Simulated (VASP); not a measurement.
# TiAl (P-6m2) in VASP: further runs, part 2 of 2

VASP 6.6.1.

## 3. Single point, LDA

This run uses another cell than the first one, of 15.72 Å³/atom.

Contents of INCAR:

```
SYSTEM = TiAl
PREC     = Accurate       ! precision mode
ENCUT    = 520            ! plane-wave cutoff, eV
EDIFF    = 1E-6           ! SCF threshold, eV
ISMEAR   = 0              ! smearing method
SIGMA    = 0.15           ! smearing width, eV
LREAL    = .FALSE.        ! projectors in reciprocal space
LASPH    = .TRUE.         ! aspherical terms in the spheres
NELM     = 80             ! most SCF steps
ALGO     = Fast           ! electronic algorithm
ISIF     = 2              ! what is computed and relaxed
LWAVE    = .FALSE.        ! write WAVECAR
LCHARG   = .FALSE.        ! write CHGCAR
GGA      = CA             ! functional
NBANDS   = 14             ! bands
```

Contents of KPOINTS:

```
regular mesh
0
G
  21 21 12
  0 0 0
```

Contents of POSCAR:

```
TiAl
1.0
    2.8120068102      0.0000000000      0.0000000000
   -1.4060034051      2.4352693333      0.0000000000
    0.0000000000      0.0000000000      4.5900455634
Ti Al
1 1
Direct
    0.0000000000      0.0000000000      0.0000000000
    0.3333333333      0.6666666667      0.5000000000
```

Potentials or basis: VASP PAW LDA potentials, release 64 (Ti_sv, Al).

Started as:

```bash
$ cat potpaw_LDA.64/Ti_sv/POTCAR potpaw_LDA.64/Al/POTCAR > POTCAR
$ mpirun -np 1 vasp_std > vasp.out
```

OUTCAR:

```text
SYSTEM = TiAl
   PREC = Accurate
   ENCUT = 520
   EDIFF = 1E-6
   ISMEAR = 0
   LREAL = .FALSE.
   LASPH = .TRUE.
   NELM = 80
   ISIF = 2
   GGA = CA

 ion  position               nearest neighbor table
   1  0.000  0.000  0.000-   2 2.81   2 2.81   2 2.81   2 2.81   2 2.81   2 2.81
   2  0.333  0.667  0.500-   1 2.81   1 2.81   1 2.81   1 2.81   1 2.81   1 2.81

  LATTYP: Found a hexagonal cell.
 ALAT       =     2.8120068102
 C/A-ratio  =     1.6323024350

  Lattice vectors:

 A1 = (   2.8120068102,   0.0000000000,   0.0000000000)
 A2 = (  -1.4060034051,   2.4352693333,   0.0000000000)
 A3 = (   0.0000000000,   0.0000000000,   4.5900455634)

Analysis of symmetry for initial positions (statically):
=====================================================================
 Subroutine PRICEL returns:
 Original cell was already a primitive cell.

 Routine SETGRP: Setting up the symmetry group for a
 hexagonal supercell.

 Subroutine GETGRP returns: Found 12 space group operations
 (whereof 12 operations were pure point group operations)
 out of a pool of 24 trial point group operations.

The static configuration has the point symmetry D_3h.

[... 169 lines left out ...]
 k-point     1 :       0.0000    0.0000    0.0000
  band No.  band energies     occupation
      1     -47.4566      2.00000
      2     -24.1741      2.00000
      3     -23.6759      2.00000
      4     -23.6759      2.00000
      5      -0.9232      2.00000
      6       5.8976      2.00000
      7       6.4513      2.00000
      8       9.5623      0.00000
      9       9.5623      0.00000
     10      11.1576      0.00000
     11      11.1576      0.00000
     12      12.4036      0.00000
     13      21.5161      0.00000
     14      21.5162      0.00000
[... 377 lines left out ...]
      1     -47.3927      2.00000
      2     -24.1131      2.00000
      3     -24.0304      2.00000
      4     -23.7745      2.00000
      5       0.6759      2.00000
      6       6.5376      2.00000
      7       7.2948      2.00000
      8       8.4402      0.08531
      9      10.6217      0.00000
     10      10.8310      0.00000
     11      11.7431      0.00000
     12      12.6763      0.00000
     13      14.5469      0.00000
     14      16.3244      0.00000

 [... further k-points ...]
[... 5 lines left out ...]
  --------------------------------------------------------------------------------------
  -------------------------------------------------------------------------------------
  Total       -0.0095684     -0.0095684     -0.0187216      0.0000000      0.0000000     -0.0000000
  in kB       -0.4877170     -0.4877170     -0.9542717      0.0000000      0.0000000     -0.0000000
  external PRESSURE =      -0.6432352 kB  Pullay stress =       0.0000000 kB

 VOLUME and BASIS-vectors are now :
 -----------------------------------------------------------------------------
  energy-cutoff  :      520.00
  volume of cell :       31.43
      direct lattice vectors                 reciprocal lattice vectors
     2.812006810  0.000000000  0.000000000     0.355617915  0.205316099  0.000000000
    -1.406003405  2.435269333  0.000000000     0.000000000  0.410632198  0.000000000
     0.000000000  0.000000000  4.590045563     0.000000000  0.000000000  0.217862761

 POSITION                                       TOTAL-FORCE (eV/Angst)
 -----------------------------------------------------------------------------------
      0.00000      0.00000      0.00000         0.000000      0.000000      0.000000
     -0.00000      1.62351      2.29502        -0.000000      0.000000      0.000000
 -----------------------------------------------------------------------------------
    total drift:                                0.000000     -0.000000      0.000000

  FREE ENERGIE OF THE ION-ELECTRON SYSTEM (eV)
  ---------------------------------------------------
  free  energy   TOTEN  =       -13.2625255246 eV

  energy  without entropy=      -13.2338786904  energy(sigma->0) =      -13.24820211
```

OSZICAR:

```text
N       E                     dE             d eps       ncg     rms          rms(c)
DAV:   1     0.100108473308E+03    0.10011E+03   -0.71298E+03  9414   0.109E+03
DAV:   2    -0.892159817581E+01   -0.10903E+03   -0.10489E+03  9810   0.301E+02
DAV:   3    -0.145323271503E+02   -0.56107E+01   -0.54807E+01 14106   0.655E+01
[... 18 lines left out ...]
RMM:  22    -0.132625189240E+02   -0.46001E-05   -0.47686E-05 11418   0.270E-02    0.246E-02
RMM:  23    -0.132625213486E+02   -0.24246E-05   -0.26357E-05 11579   0.222E-02    0.230E-02
RMM:  24    -0.132625233296E+02   -0.19810E-05   -0.21606E-05 10712   0.184E-02    0.219E-02
RMM:  25    -0.132625245416E+02   -0.12120E-05   -0.12395E-05  9764   0.147E-02    0.223E-02
RMM:  26    -0.132625255246E+02   -0.98300E-06   -0.99691E-06  8762   0.120E-02
   1 F= -.13262526E+02 E0= -.13248202E+02  d E =-.286468E-01
```

stdout:

```text
POSCAR found type information on POSCAR TiAl
 POSCAR found :  2 types and       2 ions
 scaLAPACK will be used
 LDA part: xc-table for (Slater(with rela. corr.)+CA(PZ))
 , standard interpolation
 POSCAR, INCAR and KPOINTS ok, starting setup
 FFT: planning ... GRIDC
 FFT: planning ... GRID_SOFT
 FFT: planning ... GRID
 WAVECAR not read
 entering main loop
WARNING in EDDRMM: call to ZHEGV failed, returncode =   8  4      7
WARNING in EDDRMM: call to ZHEGV failed, returncode =   6  3      5
WARNING in EDDRMM: call to ZHEGV failed, returncode =   8  4      5
WARNING in EDDRMM: call to ZHEGV failed, returncode =   8  4     11
WARNING in EDDRMM: call to ZHEGV failed, returncode =   6  3     10
WARNING in EDDRMM: call to ZHEGV failed, returncode =   6  3      9
WARNING in EDDRMM: call to ZHEGV failed, returncode =   6  3     11
WARNING in EDDRMM: call to ZHEGV failed, returncode =   6  3      6
WARNING in EDDRMM: call to ZHEGV failed, returncode =   6  3     12
WARNING in EDDRMM: call to ZHEGV failed, returncode =   6  3     12
```

It took 2.7 min on 1 thread of Intel Xeon 6975P-C (Granite Rapids), shared host; peak memory 0.25 GiB.

What came out:

| Item | Value |
| --- | --- |
| Free energy | -13.2625 eV |
| Pressure | -0.1 GPa |
| Band gap on the k mesh | zero (an odd number of electrons rules out a gap without spin polarisation) |

Levels at points of the mesh, in eV from the Fermi level:
```
           k point  band 3  band 4  band 5  band 6  band 7  band 8  band 9  band 10  band 11  band 12
(0.00, 0.00, 0.00)  -31.93  -31.93   -9.18   -2.36   -1.81    1.30    1.30     2.90     2.90     4.15
(0.00, 0.00, 0.50)  -31.93  -31.93   -8.23   -5.35   -0.51    1.32    1.32     2.82     2.82     7.01
```

## 4. Single point, LDA

This run uses another cell than the first one, of 15.72 Å³/atom.

Contents of INCAR:

```
ALGO     = Normal         # electronic algorithm
EDIFF    = 1E-6           # SCF threshold, eV
ENCUT    = 520            # plane-wave cutoff, eV
GGA      = CA             # functional
ISIF     = 2              # what is computed and relaxed
ISMEAR   = 0              # smearing method
LASPH    = T              # aspherical terms in the spheres
LCHARG   = F              # write CHGCAR
LREAL    = F              # projectors in reciprocal space
LWAVE    = F              # write WAVECAR
NBANDS   = 14             # bands
NELM     = 60             # most SCF steps
PREC     = Accurate       # precision mode
SIGMA    = 0.1            # smearing width, eV
```

Contents of KPOINTS:

```
k-points
0
Gamma
  18 18 10
```

POSCAR is that of step 3.

Started as:

```bash
$ cat potpaw_LDA.64/Ti_sv/POTCAR potpaw_LDA.64/Al/POTCAR > POTCAR
$ mpirun -np 1 vasp_std > vasp.out
```

Run time: 60 s. Hardware: 1 thread of Intel Xeon 6975P-C (Granite Rapids), shared host; peak memory 0.21 GiB.

Results (log left out):

- Free energy: -13.2560 eV
- Pressure: 0.1 GPa
- Band gap on the k mesh: zero (an odd number of electrons rules out a gap without spin polarisation)

Stress tensor (GPa, compression positive):
```
0.07 0.00 0.00
0.00 0.07 0.00
0.00 0.00 0.22
```

Levels at points of the mesh, in eV from the Fermi level:
| k point | band 3 | band 4 | band 5 | band 6 | band 7 | band 8 | band 9 | band 10 | band 11 | band 12 |
| --- | --- | --- | --- | --- | --- | --- | --- | --- | --- | --- |
| (0.00, 0.00, 0.00) | -31.93 | -31.93 | -9.17 | -2.35 | -1.79 | 1.31 | 1.31 | 2.91 | 2.91 | 4.16 |
| (0.50, 0.00, 0.00) | -32.30 | -32.09 | -3.82 | -2.80 | -1.68 | -1.10 | 2.18 | 4.22 | 4.33 | 4.34 |
| (0.00, 0.00, 0.50) | -31.93 | -31.93 | -8.22 | -5.34 | -0.50 | 1.33 | 1.33 | 2.83 | 2.83 | 7.02 |
| (0.50, 0.00, 0.50) | -32.31 | -32.09 | -3.80 | -2.43 | -1.93 | 0.70 | 0.98 | 1.97 | 3.09 | 4.22 |

## 5. Relaxation of cell and atoms, LDA

Contents of INCAR:

```
ALGO = Normal
EDIFF = 1E-7
EDIFFG = -0.005
ENCUT = 600
GGA = CA
IBRION = 2
ISIF = 3
ISMEAR = 0
LASPH = T
LCHARG = F
LREAL = F
LWAVE = F
NELM = 80
NSW = 100
PREC = Accurate
SIGMA = 0.1
```

KPOINTS is that of step 4.

Contents of POSCAR:

```
TiAl
1.0
    2.8672622327      0.0000000000      0.0000000000
   -1.4336311163      2.4831219328      0.0000000000
    0.0000000000      0.0000000000      4.6780830000
Ti Al
1 1
Direct
    0.0000000000      0.0000000000      0.0000000000
    0.3333333300      0.6666666700      0.5000000000
```

Started as:

```bash
$ cat potpaw_LDA.64/Ti_sv/POTCAR potpaw_LDA.64/Al/POTCAR > POTCAR
$ mpirun -np 1 vasp_std > vasp.out
```

It took 4.1 min on 1 thread of Intel Xeon 6975P-C (Granite Rapids), shared host; peak memory 0.24 GiB.

The run converged. Its results:

```
Free energy                           : -13.2563 eV
Relaxed volume                        : 15.73 Å³/atom
Relaxed cell                          : a = 2.812 Å, b = 2.812 Å, c = 4.594 Å, α = 90.00°, β = 90.00°, γ = 120.00°
Space group after relaxing (to 0.1 Å) : P-6m2 (No. 187)
Energy gained by relaxing             : 18.3 meV/atom
Ionic steps                           : 8
Pressure after relaxing               : 0.0 GPa
Band gap on the k mesh                : zero (an odd number of electrons rules out a gap without spin polarisation)
```

The path:
```tsv
step	energy change (eV)	largest force (eV/Å)	pressure (GPa)	volume (Å³)
1	0.0000	0.0000	-6.03	33.31
2	-0.0211	0.0000	4.50	30.37
3	-0.0363	0.0000	-0.03	31.48
4	-0.0363	0.0000	0.09	31.44
5	-0.0365	0.0000	0.10	31.43
6	-0.0365	0.0000	0.12	31.42
7	-0.0365	0.0000	-0.07	31.47
8	-0.0365	0.0000	-0.01	31.45
```

Final structure:
```yaml
crystal:
  lattice:
    - [2.81174, 0.00000, 0.00000]
    - [-1.40587, 2.43504, 0.00000]
    - [0.00000, 0.00000, 4.59382]
  atoms:
    - { symbol: Ti, position: [0.00000, 0.00000, 0.00000] }
    - { symbol: Al, position: [0.33333, 0.66667, 0.50000] }
```

Levels at points of the mesh, in eV from the Fermi level:
```
           k point  band 5  band 6  band 7  band 8  band 9  band 10
(0.00, 0.00, 0.00)   -9.17   -2.35   -1.80    1.31    1.31     2.91
(0.50, 0.00, 0.00)   -3.82   -2.80   -1.68   -1.10    2.18     4.22
(0.00, 0.00, 0.50)   -8.22   -5.34   -0.50    1.33    1.33     2.83
(0.50, 0.00, 0.50)   -3.80   -2.43   -1.93    0.70    0.98     1.97
```

## 6. Single point, LDA

This run uses another cell than the first one: it holds 4 atoms, not 2.

Contents of INCAR:

```
SYSTEM = TiAl
PREC = Accurate ; ENCUT = 520
EDIFF = 1E-6 ; ISMEAR = 0
SIGMA = 0.15 ; LREAL = .False.
LASPH = .True. ; NELM = 60
ALGO = Fast ; ISIF = 2
LWAVE = .False. ; LCHARG = .True.
LELF = .True. ; LVHAR = .True.
NBANDS = 23
```

Contents of KPOINTS:

```
Automatic mesh
0
Gamma
  16 16 16
  0 0 0
```

Contents of POSCAR:

```
TiAl
1.0
   -2.8120068102      0.0000000000      0.0000000000
    0.0000000000      4.8705386665      0.0000000000
    1.4060034051     -2.4352693333     -4.5900455634
Ti Al
2 2
Direct
    0.5000000000      0.5000000000      0.0000000000
    0.0000000000      0.0000000000      0.0000000000
    0.7500000000      0.0833333333      0.5000000000
    0.2500000000      0.5833333333      0.5000000000
```

Potentials or basis: VASP PAW LDA potentials, release 64 (Ti_sv, Al).

Started as:

```bash
$ cat potpaw_LDA.64/Ti_sv/POTCAR potpaw_LDA.64/Al/POTCAR > POTCAR
$ mpirun -np 1 vasp_std > vasp.out
```

Run time: 22 min. Hardware: 1 thread of AMD EPYC 9R45 (Zen 5), shared host; peak memory 0.74 GiB.

It converged, with:

```
Free energy            : -26.5247 eV
Pressure               : 0.1 GPa
Band gap on the k mesh : zero (bands 15 and 16 overlap by 1.15 eV)
```

Stress tensor (GPa, compression positive):
```
0.17 0.00 0.00
0.00 0.11 0.00
0.00 0.00 0.03
```

Levels at points of the mesh, in eV from the Fermi level:
| k point | band 13 | band 14 | band 15 | band 16 | band 17 | band 18 |
| --- | --- | --- | --- | --- | --- | --- |
| (0.00, 0.00, 0.00) | -1.94 | -1.80 | 0.69 | 0.97 | 1.31 | 1.31 |
| (0.50, 0.00, 0.00) | -0.81 | -0.81 | -0.12 | -0.12 | 0.45 | 0.45 |
| (0.00, 0.50, 0.00) | -0.44 | -0.44 | 0.41 | 0.41 | 1.97 | 1.97 |
| (0.50, 0.50, 0.00) | -1.94 | -1.69 | -1.11 | 0.69 | 0.97 | 1.96 |
| (0.00, 0.00, 0.50) | -1.69 | -1.11 | -0.51 | 1.32 | 1.32 | 2.17 |

## 7. The runs side by side

```csv
task,cell,k mesh,cutoff (eV),smearing,gap on the mesh (eV),pressure (GPa)
single point,"a = 2.867, b = 2.867, c = 4.678 Å, angles 90.0, 90.0, 120.0°, 2 atoms, atomic positions A",9 × 9 × 4,500,gaussian 0.1 eV,none,-6.0
single point,"a = 2.812, b = 2.812, c = 4.590 Å, angles 90.0, 90.0, 120.0°, 2 atoms, atomic positions A",21 × 21 × 12,520,gaussian 0.15 eV,none,-0.1
single point,"a = 2.812, b = 2.812, c = 4.590 Å, angles 90.0, 90.0, 120.0°, 2 atoms, atomic positions A",18 × 18 × 10,520,gaussian 0.1 eV,none,0.1
relaxation of cell and atoms,"relaxed from a = 2.867, b = 2.867, c = 4.678 Å, angles 90.0, 90.0, 120.0°, 2 atoms, atomic positions A",18 × 18 × 10,600,gaussian 0.1 eV,none,0.0
single point,"a = 2.812, b = 4.871, c = 5.383 Å, angles 116.9, 105.1, 90.0°, 4 atoms, atomic positions B",16 × 16 × 16,520,gaussian 0.15 eV,none,0.1
```

Alike in all rows: level LDA; potentials or basis VASP PAW LDA potentials, release 64 (Ti_sv, Al); no spin polarisation.

Caveats: the cell stands under tension (at least some runs).

Total energies depend on the potentials used, so only differences within one code and one set of settings carry meaning.
